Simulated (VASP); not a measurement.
# Se (Fd-3m) in VASP: single point with PBE

Aim: the single point of Se with PBE.

All numbers are computed with VASP 6.6.1; they aren't measurements. Logs are shortened: lines on timing, memory, paths and dates and some standing lists are left out, and cuts for length are marked.

### Step 1. The cell of the first run

It takes space group Fd-3m (No. 227, cubic). Conventional cell: a = 6.330 Å, b = 6.330 Å, c = 6.330 Å, α = 90.00°, β = 90.00°, γ = 90.00°. Se (site symmetry -43m) has 4 Se at 2.74 Å within 3.6 Å.

### Step 2. Single point, PBE

The input, INCAR:

```
PREC = Accurate
ENCUT = 520
EDIFF = 1E-7
ISMEAR = -1
SIGMA = 0.13605693000000002
LREAL = F
LASPH = T
NELM = 60
ALGO = Normal
ISIF = 2
LWAVE = F
LCHARG = F
GGA = PE
NBANDS = 13
```

The input, KPOINTS:

```
Automatic mesh
0
Gamma
  8 8 8
```

The input, POSCAR:

```
Se
1.0
    0.0000000000      3.1650826180      3.1650826180
    3.1650826180      0.0000000000      3.1650826180
    3.1650826180      3.1650826180      0.0000000000
Se
2
Direct
    0.0000000000      0.0000000000      0.0000000000
    0.2500000000      0.2500000000      0.2500000000
```

Potentials or basis: VASP PAW PBE potentials, release 64 (Se).

The run is started by

```bash
$ cat potpaw_PBE.64/Se/POTCAR > POTCAR
$ mpirun -np 1 vasp_std > vasp.out
```

OUTCAR:

```text
PREC = Accurate
   ENCUT = 520
   EDIFF = 1E-7
   ISMEAR = -1
   LREAL = F
   LASPH = T
   NELM = 60
   ISIF = 2
   GGA = PE

 ion  position               nearest neighbor table
   1  0.000  0.000  0.000-   2 2.74   2 2.74   2 2.74   2 2.74
   2  0.250  0.250  0.250-   1 2.74   1 2.74   1 2.74   1 2.74

  LATTYP: Found a face centered cubic cell.
 ALAT       =     6.3301652360

  Lattice vectors:

 A1 = (   0.0000000000,   3.1650826180,   3.1650826180)
 A2 = (   3.1650826180,   0.0000000000,   3.1650826180)
 A3 = (   3.1650826180,   3.1650826180,   0.0000000000)

Analysis of symmetry for initial positions (statically):
=====================================================================
 Subroutine PRICEL returns:
 Original cell was already a primitive cell.

 Routine SETGRP: Setting up the symmetry group for a
 face centered cubic supercell.

 Subroutine GETGRP returns: Found 48 space group operations
 (whereof 24 operations were pure point group operations)
 out of a pool of 48 trial point group operations.

The static configuration has the point symmetry T_d .
 The point group associated with its full space group is O_h .

Analysis of symmetry for dynamics (positions and initial velocities):
=====================================================================
 Subroutine PRICEL returns:
 Original cell was already a primitive cell.

 Routine SETGRP: Setting up the symmetry group for a
 face centered cubic supercell.

 Subroutine GETGRP returns: Found 48 space group operations
 (whereof 24 operations were pure point group operations)
 out of a pool of 48 trial point group operations.

The dynamic configuration has the point symmetry T_d .
 The point group associated with its full space group is O_h .

 Subroutine INISYM returns: Found 48 space group operations
 (whereof 24 operations are pure point group operations),
 and found     1 'primitive' translations

----------------------------------------------------------------------------------------

                                     Primitive cell

  volume of cell :      63.4140

  direct lattice vectors                    reciprocal lattice vectors
     0.000000000  3.165082618  3.165082618    -0.157973759  0.157973759  0.157973759
     3.165082618  0.000000000  3.165082618     0.157973759 -0.157973759  0.157973759
     3.165082618  3.165082618  0.000000000     0.157973759  0.157973759 -0.157973759

[... 84 lines left out ...]
   LREAL  =      F    real-space projection
   EDIFFG = 0.1E-05   stopping-criterion for IOM
   NSW    =      0    number of steps for IOM
   IBRION =     -1    ionic relax: 0-MD 1-quasi-New 2-CG
   NFREE  =      0    steps in history (QN), initial steepest desc. (CG)
   ISIF   =      2    stress and relaxation
   ISYM   =      2    0-nonsym 1-usesym 2-fastsym
   POTIM  = 0.5000    time-step for ionic-motion
   TEBEG  =    0.0;   TEEND  =   0.0 temperature during run
   PSTRESS=    0.0 pullay stress
   NELECT =      12.0000    total number of electrons
   NUPDOWN=      -1.0000    fix difference up-down
   EMIN   =  10.00;   EMAX   =-10.00  energy-range for DOS
   EFERMI =   0.00;   METHOD = LEGACY
   ISMEAR =    -1;   SIGMA  =   0.14  broadening in eV -4-tet -1-fermi 0-gaus
   EFERMI_NEDOS =   21; number of points for ismear=-14 and -15
   IALGO  =     38    algorithm
   IMIX   =      4    mixing-type and parameters
     AMIX     =   0.40;   BMIX     =  1.00
     AMIX_MAG =   1.60;   BMIX_MAG =  1.00
  volume/ion in A,a.u.               =      31.71       213.97
  Fermi-wavevector in a.u.,A,eV,Ry     =   0.939882  1.776120 12.019101  0.883379
  Thomas-Fermi vector in A             =   2.067239
   LORBIT       =      0    0 simple, 1 ext, 2 COOP (PROOUT), +10 PAW based schemes
   GGA     = PE    functional components
   LHFCALC =     F    Hartree Fock is set to
   AEXX    =    0.0000 exact exchange contribution
   IVDW    =     0    specifies the selected vdW correction
   LEPSILON=     F    determine dielectric tensor
   LRPA    =     F    only Hartree local field effects (RPA)
 non-spin polarized calculation
  energy-cutoff  :      520.00
  volume of cell :       63.41
 maximum number of plane-waves:      1727
 NGX is ok and might be reduce to    36
   NGX = 17   NGY = 17   NGZ = 17

 number of electron      11.9999999 magnetization

 Free energy of the ion-electron system (eV)
  ---------------------------------------------------
  ext. energy  EPLUGINS =         0.00000000
  ---------------------------------------------------
  free energy    TOTEN  =        -6.04581369 eV

  energy without entropy =       -5.94329788  energy(sigma->0) =       -5.99455579

 E-fermi :   2.0235     XC(G=0):  -8.1528

 val. band max:        2.0217202129   @ k =  -0.2500   0.2500   0.0000
 cond. band min:       2.0648258073   @ k =   0.5000   0.1250   0.0000
 fundamental gap:      0.0431055944
 Fermi energy:         2.0235024067

 k-point     1 :       0.0000    0.0000    0.0000
  band No.  band energies     occupation
      1     -13.2241      2.00000
      2      -8.2402      2.00000
      3      -1.3699      2.00000
      4      -1.3699      2.00000
      5      -1.3699      2.00000
      6       1.2707      1.99213
      7       1.2707      1.99213
      8       1.2707      1.99213
      9       6.4325      0.00000
     10       9.6873      0.00000
     11       9.6873      0.00000
     12      11.5871      0.00000
     13      11.5871      0.00000
[... 354 lines left out ...]
  band No.  band energies     occupation
      1     -11.9793      2.00000
      2     -10.4108      2.00000
      3      -3.0861      2.00000
      4      -2.4018      2.00000
      5      -0.4958      2.00000
      6       1.8599      1.53790
      7       2.9619      0.00202
      8       3.5022      0.00004
      9       7.8721      0.00000
     10       8.7872      0.00000
     11      10.1501      0.00000
     12      11.1564      0.00000
     13      12.8250      0.00000

 [... further k-points ...]
[... 5 lines left out ...]
  --------------------------------------------------------------------------------------
  -------------------------------------------------------------------------------------
  Total        0.0357959      0.0357959      0.0357959      0.0000000      0.0000000      0.0000000
  in kB        0.9043959      0.9043959      0.9043959      0.0000000      0.0000000      0.0000000
  external PRESSURE =       0.9043959 kB  Pullay stress =       0.0000000 kB

 VOLUME and BASIS-vectors are now :
 -----------------------------------------------------------------------------
  energy-cutoff  :      520.00
  volume of cell :       63.41
      direct lattice vectors                 reciprocal lattice vectors
     0.000000000  3.165082618  3.165082618    -0.157973759  0.157973759  0.157973759
     3.165082618  0.000000000  3.165082618     0.157973759 -0.157973759  0.157973759
     3.165082618  3.165082618  0.000000000     0.157973759  0.157973759 -0.157973759

 POSITION                                       TOTAL-FORCE (eV/Angst)
 -----------------------------------------------------------------------------------
      0.00000      0.00000      0.00000        -0.000000     -0.000000     -0.000000
      1.58254      1.58254      1.58254         0.000000      0.000000      0.000000
 -----------------------------------------------------------------------------------
    total drift:                                0.000000      0.000000      0.000000

  FREE ENERGIE OF THE ION-ELECTRON SYSTEM (eV)
  ---------------------------------------------------
  free  energy   TOTEN  =        -6.0458136931 eV

  energy  without entropy=       -5.9432978785  energy(sigma->0) =       -5.99455579
```

OSZICAR:

```text
N       E                     dE             d eps       ncg     rms          rms(c)
DAV:   1     0.429253015585E+02    0.42925E+02   -0.48315E+03   754   0.756E+02
DAV:   2    -0.326108628383E+01   -0.46186E+02   -0.43945E+02  1076   0.124E+02
DAV:   3    -0.602530143661E+01   -0.27642E+01   -0.27394E+01   954   0.306E+01
DAV:   4    -0.604636312442E+01   -0.21062E-01   -0.21058E-01   859   0.325E+00
DAV:   5    -0.604651395741E+01   -0.15083E-03   -0.15083E-03   989   0.274E-01    0.527E+00
DAV:   6    -0.604597876812E+01    0.53519E-03   -0.11285E-03   889   0.261E-01    0.315E+00
DAV:   7    -0.604573043578E+01    0.24833E-03   -0.29628E-03   904   0.405E-01    0.468E-02
DAV:   8    -0.604579756909E+01   -0.67133E-04   -0.83398E-05   894   0.559E-02    0.158E-02
DAV:   9    -0.604581173226E+01   -0.14163E-04   -0.12549E-05   894   0.230E-02    0.520E-03
DAV:  10    -0.604581309431E+01   -0.13620E-05   -0.93588E-07   899   0.534E-03    0.288E-03
DAV:  11    -0.604581369867E+01   -0.60436E-06   -0.54916E-07   839   0.412E-03    0.129E-03
DAV:  12    -0.604581369307E+01    0.55969E-08   -0.77817E-09   697   0.548E-04
   1 F= -.60458137E+01 E0= -.59945558E+01  d E =-.102516E+00
```

stdout:

```text
POSCAR found type information on POSCAR Se
 POSCAR found :  1 types and       2 ions
 scaLAPACK will be used
 LDA part: xc-table for (Slater+PW92), standard interpolation
 POSCAR, INCAR and KPOINTS ok, starting setup
 FFT: planning ... GRIDC
 FFT: planning ... GRID_SOFT
 FFT: planning ... GRID
 WAVECAR not read
 entering main loop
```

Wall time 25 s (1 thread of AMD EPYC 7R43 (Zen 3), shared host); peak memory 0.17 GiB.

Results:

* Free energy: -6.0458 eV
* Pressure: 0.1 GPa
* Band gap on the k mesh: zero (band 6 reaches 2.32 eV, above the bottom of band 7 at 1.27 eV)
